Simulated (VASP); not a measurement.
# Si4Ru (Fd-3m) in VASP: single point with PBE

Aim: the single point of Si4Ru with PBE.

Everything below comes from runs of VASP 6.6.1. Logs are shortened: lines on timing, memory, paths and dates and some standing lists are left out, and cuts for length are marked.

## (1) The cell of the first run

The structure is cubic, space group Fd-3m (No. 227). Conventional cell: a = 8.763 Å, b = 8.763 Å, c = 8.763 Å, α = 90.00°, β = 90.00°, γ = 90.00°. Within 3.0 Å of Si (site symmetry 3m) lie 1 Ru at 2.30 Å and 3 Si at 2.44 Å. Within 3.0 Å of Ru (site symmetry -43m) lie 4 Si at 2.30 Å.

The cell was built from a structure type or drawn by symmetry, and may not be a known phase.

## (2) Single point, PBE

INCAR reads:

```
ALGO = Normal
EDIFF = 1E-6
ENCUT = 500
GGA = PE
GGA_COMPAT = F
ISIF = 2
ISMEAR = 0
LASPH = T
LCHARG = T
LELF = T
LREAL = F
LVHAR = T
LWAVE = F
NBANDS = 41
NELM = 120
PREC = Accurate
SIGMA = 0.2
```

KPOINTS reads:

```
k-points
0
Gamma
  3 3 3
```

POSCAR reads:

```
Si4Ru
1.0
    0.0000000000      4.3815075920      4.3815075920
    4.3815075920      0.0000000000      4.3815075920
    4.3815075920      4.3815075920      0.0000000000
Si Ru
8 2
Direct
    0.4016375954      0.4016375954      0.4016375954
    0.4016375954      0.4016375954      0.7950872137
    0.4016375954      0.7950872137      0.4016375954
    0.7950872137      0.4016375954      0.4016375954
    0.8483624046      0.8483624046      0.8483624046
    0.8483624046      0.8483624046      0.4549127863
    0.8483624046      0.4549127863      0.8483624046
    0.4549127863      0.8483624046      0.8483624046
    0.2500000000      0.2500000000      0.2500000000
    0.0000000000      0.0000000000      0.0000000000
```

Potentials or basis: VASP PAW PBE potentials, release 64 (Si, Ru_pv).

The run is started by

```bash
> cat potpaw_PBE.64/Si/POTCAR potpaw_PBE.64/Ru_pv/POTCAR > POTCAR
> mpirun -np 1 vasp_std > vasp.out
```

OUTCAR:

```text
EDIFF = 1E-6
   ENCUT = 500
   GGA = PE
   ISIF = 2
   ISMEAR = 0
   LASPH = T
   LREAL = F
   NELM = 120
   PREC = Accurate

 ion  position               nearest neighbor table
   1  0.402  0.402  0.402-   9 2.30   3 2.44   4 2.44   2 2.44   7 3.13   8 3.13   6 3.13   8 3.13
                             6 3.13   7 3.13
   2  0.402  0.402  0.795-   9 2.30   3 2.44   4 2.44   1 2.44   8 3.13   7 3.13   5 3.13   5 3.13
                             8 3.13   7 3.13
   3  0.402  0.795  0.402-   9 2.30   2 2.44   4 2.44   1 2.44   8 3.13   6 3.13   5 3.13   5 3.13
                             8 3.13   6 3.13
   4  0.795  0.402  0.402-   9 2.30   2 2.44   3 2.44   1 2.44   7 3.13   6 3.13   5 3.13   5 3.13
                             7 3.13   6 3.13
   5  0.848  0.848  0.848-  10 2.30   7 2.44   8 2.44   6 2.44   3 3.13   4 3.13   2 3.13   3 3.13
                             2 3.13   4 3.13
   6  0.848  0.848  0.455-  10 2.30   7 2.44   8 2.44   5 2.44   3 3.13   4 3.13   1 3.13   1 3.13
                             3 3.13   4 3.13
   7  0.848  0.455  0.848-  10 2.30   6 2.44   8 2.44   5 2.44   4 3.13   2 3.13   1 3.13   1 3.13
                             4 3.13   2 3.13
   8  0.455  0.848  0.848-  10 2.30   6 2.44   7 2.44   5 2.44   3 3.13   2 3.13   1 3.13   1 3.13
                             3 3.13   2 3.13
   9  0.250  0.250  0.250-   1 2.30   2 2.30   3 2.30   4 2.30
  10  0.000  0.000  0.000-   5 2.30   6 2.30   7 2.30   8 2.30

  LATTYP: Found a face centered cubic cell.
 ALAT       =     8.7630151840

  Lattice vectors:

 A1 = (   0.0000000000,   4.3815075920,   4.3815075920)
 A2 = (   4.3815075920,   0.0000000000,   4.3815075920)
 A3 = (   4.3815075920,   4.3815075920,   0.0000000000)

Analysis of symmetry for initial positions (statically):
=====================================================================
 Subroutine PRICEL returns:
 Original cell was already a primitive cell.

 Routine SETGRP: Setting up the symmetry group for a
 face centered cubic supercell.

 Subroutine GETGRP returns: Found 48 space group operations
 (whereof 24 operations were pure point group operations)
 out of a pool of 48 trial point group operations.

The static configuration has the point symmetry T_d .
 The point group associated with its full space group is O_h .

Analysis of symmetry for dynamics (positions and initial velocities):
=====================================================================
 Subroutine PRICEL returns:
 Original cell was already a primitive cell.

 Routine SETGRP: Setting up the symmetry group for a
 face centered cubic supercell.

 Subroutine GETGRP returns: Found 48 space group operations
 (whereof 24 operations were pure point group operations)
 out of a pool of 48 trial point group operations.

The dynamic configuration has the point symmetry T_d .
 The point group associated with its full space group is O_h .

 Subroutine INISYM returns: Found 48 space group operations
 (whereof 24 operations are pure point group operations),
 and found     1 'primitive' translations

----------------------------------------------------------------------------------------

                                     Primitive cell

  volume of cell :     168.2289

  direct lattice vectors                    reciprocal lattice vectors
     0.000000000  4.381507592  4.381507592    -0.114115973  0.114115973  0.114115973
     4.381507592  0.000000000  4.381507592     0.114115973 -0.114115973  0.114115973
     4.381507592  4.381507592  0.000000000     0.114115973  0.114115973 -0.114115973

  length of vectors
     6.196387460  6.196387460  6.196387460     0.197654662  0.197654662  0.197654662

  position of ions in fractional coordinates (direct lattice)
     0.401637595  0.401637595  0.401637595
     0.401637595  0.401637595  0.795087214
     0.401637595  0.795087214  0.401637595
     0.795087214  0.401637595  0.401637595
     0.848362405  0.848362405  0.848362405
     0.848362405  0.848362405  0.454912786
     0.848362405  0.454912786  0.848362405
     0.454912786  0.848362405  0.848362405
     0.250000000  0.250000000  0.250000000
     0.000000000  0.000000000  0.000000000

  ion indices of the primitive-cell ions
   primitive index   ion index
                 1           1
                 2           2
                 3           3
                 4           4
                 5           5
                 6           6
                 7           7
                 8           8
                 9           9
                10          10

----------------------------------------------------------------------------------------

 KPOINTS: k-points

Automatic generation of k-mesh.
 Grid dimensions read from file:
 generate k-points for:    3    3    3

 Generating k-lattice:

  Cartesian coordinates                     Fractional coordinates (reciprocal lattice)
    -0.038038658  0.038038658  0.038038658     0.333333333  0.000000000  0.000000000
     0.038038658 -0.038038658  0.038038658     0.000000000  0.333333333  0.000000000
     0.038038658  0.038038658 -0.038038658     0.000000000  0.000000000  0.333333333

  Length of vectors
     0.065884887  0.065884887  0.065884887

  Shift w.r.t. Gamma in fractional coordinates (k-lattice)
     0.000000000  0.000000000  0.000000000

 Subroutine IBZKPT returns following result:
 ===========================================

 Found      4 irreducible k-points:

 Following reciprocal coordinates:
            Coordinates               Weight
  0.000000  0.000000  0.000000      1.000000
  0.333333  0.000000  0.000000      8.000000
  0.333333  0.333333  0.000000      6.000000
 -0.333333  0.333333  0.000000     12.000000
   k-points           NKPTS =      4   k-points in BZ     NKDIM =      4   number of bands    NBANDS=     41
   number of dos      NEDOS =    301   number of ions     NIONS =     10
   total plane-waves  NPLWV = 110592
   dimension x,y,z NGX =    48 NGY =   48 NGZ =   48
   dimension x,y,z NGXF=    96 NGYF=   96 NGZF=   96
   ions per type =               8   2
   NGX,Y,Z   is equivalent  to a cutoff of  12.88, 12.88, 12.88 a.u.
   NGXF,Y,Z  is equivalent  to a cutoff of  25.76, 25.76, 25.76 a.u.
 SYSTEM =  unknown system
   PREC   = accura    normal or accurate (medium, high low for compatibility)
   ISTART =      0    job   : 0-new  1-cont  2-samecut
   ICHARG =      2    charge: 1-file 2-atom 10-const
   ISPIN  =      1    spin polarized calculation?
   LNONCOLLINEAR =      F non collinear calculations
   LSORBIT =      F    spin-orbit coupling
   LASPH  =      T    aspherical Exc in radial PAW
   ENCUT  =  500.0 eV  36.75 Ry    6.06 a.u.  11.30 11.30 11.30*2*pi/ulx,y,z
   NELM   =    120;   NELMIN=  2; NELMDL= -5     # of ELM steps
   EDIFF  = 0.1E-05   stopping-criterion for ELM
   LREAL  =      F    real-space projection
[... 7 lines left out ...]
   TEBEG  =    0.0;   TEEND  =   0.0 temperature during run
   PSTRESS=    0.0 pullay stress
   NELECT =      60.0000    total number of electrons
   NUPDOWN=      -1.0000    fix difference up-down
   EMIN   =  10.00;   EMAX   =-10.00  energy-range for DOS
   EFERMI =   0.00;   METHOD = LEGACY
   ISMEAR =     0;   SIGMA  =   0.20  broadening in eV -4-tet -1-fermi 0-gaus
   EFERMI_NEDOS =   21; number of points for ismear=-14 and -15
   IALGO  =     38    algorithm
   IMIX   =      4    mixing-type and parameters
     AMIX     =   0.40;   BMIX     =  1.00
     AMIX_MAG =   1.60;   BMIX_MAG =  1.00
  volume/ion in A,a.u.               =      16.82       113.53
  Fermi-wavevector in a.u.,A,eV,Ry     =   1.160981  2.193935 18.338970  1.347876
  Thomas-Fermi vector in A             =   2.297558
   LORBIT       =      0    0 simple, 1 ext, 2 COOP (PROOUT), +10 PAW based schemes
   GGA     = PE    functional components
   LHFCALC =     F    Hartree Fock is set to
   AEXX    =    0.0000 exact exchange contribution
   IVDW    =     0    specifies the selected vdW correction
   LEPSILON=     F    determine dielectric tensor
   LRPA    =     F    only Hartree local field effects (RPA)
 non-spin polarized calculation
 Gauss-broadening in eV      SIGMA  =   0.20
  energy-cutoff  :      500.00
  volume of cell :      168.23
 maximum number of plane-waves:      4279
 NGX is ok and might be reduce to    48
   NGX = 23   NGY = 23   NGZ = 23

 number of electron      59.9999997 magnetization

 Free energy of the ion-electron system (eV)
  ---------------------------------------------------
  ext. energy  EPLUGINS =         0.00000000
  ---------------------------------------------------
  free energy    TOTEN  =       -57.06588010 eV

  energy without entropy =      -56.90663057  energy(sigma->0) =      -56.98625534

 E-fermi :   8.0843     XC(G=0): -10.8468

 val. band max:        8.0769741427   @ k =   0.3333   0.3333   0.0000
 cond. band min:       8.1905179534   @ k =   0.0000   0.0000   0.0000
 fundamental gap:      0.1135438107
 Fermi energy:         8.0843153842

 k-point     1 :       0.0000    0.0000    0.0000
  band No.  band energies     occupation
      1     -34.2790      2.00000
      2     -34.2790      2.00000
      3     -34.2790      2.00000
      4     -34.2730      2.00000
      5     -34.2730      2.00000
      6     -34.2730      2.00000
[... 33 lines left out ...]
     40      12.0095      0.00000
     41      14.2081      0.00000

 k-point     2 :       0.3333    0.0000    0.0000
  band No.  band energies     occupation
      1     -34.2794      2.00000
      2     -34.2794      2.00000
      3     -34.2787      2.00000
      4     -34.2733      2.00000
      5     -34.2725      2.00000
      6     -34.2725      2.00000
[... 33 lines left out ...]
     40      12.0274      0.00000
     41      13.0501      0.00000

 k-point     3 :       0.3333    0.3333    0.0000
  band No.  band energies     occupation
      1     -34.2798      2.00000
      2     -34.2798      2.00000
      3     -34.2775      2.00000
      4     -34.2745      2.00000
      5     -34.2721      2.00000
      6     -34.2721      2.00000
[... 33 lines left out ...]
     40      11.8841      0.00000
     41      12.0904      0.00000

 k-point     4 :      -0.3333    0.3333    0.0000
  band No.  band energies     occupation
      1     -34.2801      2.00000
      2     -34.2798      2.00000
      3     -34.2771      2.00000
      4     -34.2749      2.00000
      5     -34.2721      2.00000
      6     -34.2718      2.00000
[... 33 lines left out ...]
     40      11.8550      0.00000
     41      12.1764      0.00000

------------------------ aborting loop because EDIFF is reached ----------------------------------------

  FORCE on cell =-STRESS in cart. coord.  units (eV):
  Direction    XX          YY          ZZ          XY          YZ          ZX
  --------------------------------------------------------------------------------------
  -------------------------------------------------------------------------------------
  Total        0.7152812      0.7152812      0.7152812      0.0000000      0.0000000      0.0000000
  in kB        6.8121894      6.8121894      6.8121894      0.0000000      0.0000000      0.0000000
  external PRESSURE =       6.8121894 kB  Pullay stress =       0.0000000 kB

 VOLUME and BASIS-vectors are now :
 -----------------------------------------------------------------------------
  energy-cutoff  :      500.00
  volume of cell :      168.23
      direct lattice vectors                 reciprocal lattice vectors
     0.000000000  4.381507592  4.381507592    -0.114115973  0.114115973  0.114115973
     4.381507592  0.000000000  4.381507592     0.114115973 -0.114115973  0.114115973
     4.381507592  4.381507592  0.000000000     0.114115973  0.114115973 -0.114115973

 POSITION                                       TOTAL-FORCE (eV/Angst)
 -----------------------------------------------------------------------------------
      3.51956      3.51956      3.51956        -0.046272     -0.046272     -0.046272
      5.24346      5.24346      3.51956         0.046272      0.046272     -0.046272
      5.24346      3.51956      5.24346         0.046272     -0.046272      0.046272
      3.51956      5.24346      5.24346        -0.046272      0.046272      0.046272
      7.43421      7.43421      7.43421         0.046272      0.046272      0.046272
      5.71031      5.71031      7.43421        -0.046272     -0.046272      0.046272
      5.71031      7.43421      5.71031        -0.046272      0.046272     -0.046272
      7.43421      5.71031      5.71031         0.046272     -0.046272     -0.046272
      2.19075      2.19075      2.19075         0.000000     -0.000000     -0.000000
      0.00000      0.00000      0.00000        -0.000000     -0.000000     -0.000000
 -----------------------------------------------------------------------------------
    total drift:                               -0.000000     -0.000000     -0.000000

  FREE ENERGIE OF THE ION-ELECTRON SYSTEM (eV)
  ---------------------------------------------------
  free  energy   TOTEN  =       -57.0658801032 eV

  energy  without entropy=      -56.9066305719  energy(sigma->0) =      -56.98625534
```

Run time: 26 s. Hardware: 1 thread of AMD EPYC 9R45 (Zen 5), shared host; peak memory 0.27 GiB.

What came out:

| Property | Result |
| --- | --- |
| Free energy | -57.0659 eV |
| Pressure | 0.7 GPa |
| Largest force | 0.080 eV/Å |
| Band gap on the k mesh | zero (bands 30 and 31 overlap by 0.15 eV) |

Forces in eV/Å, atoms in the order of the input:
```
Si  -0.046 -0.046 -0.046
Si   0.046  0.046 -0.046
Si   0.046 -0.046  0.046
Si  -0.046  0.046  0.046
Si   0.046  0.046  0.046
Si  -0.046 -0.046  0.046
Si  -0.046  0.046 -0.046
Si   0.046 -0.046 -0.046
Ru   0.000  0.000  0.000
Ru   0.000  0.000  0.000
```

Caveat: the k points lie up to 0.41 Å⁻¹ apart.
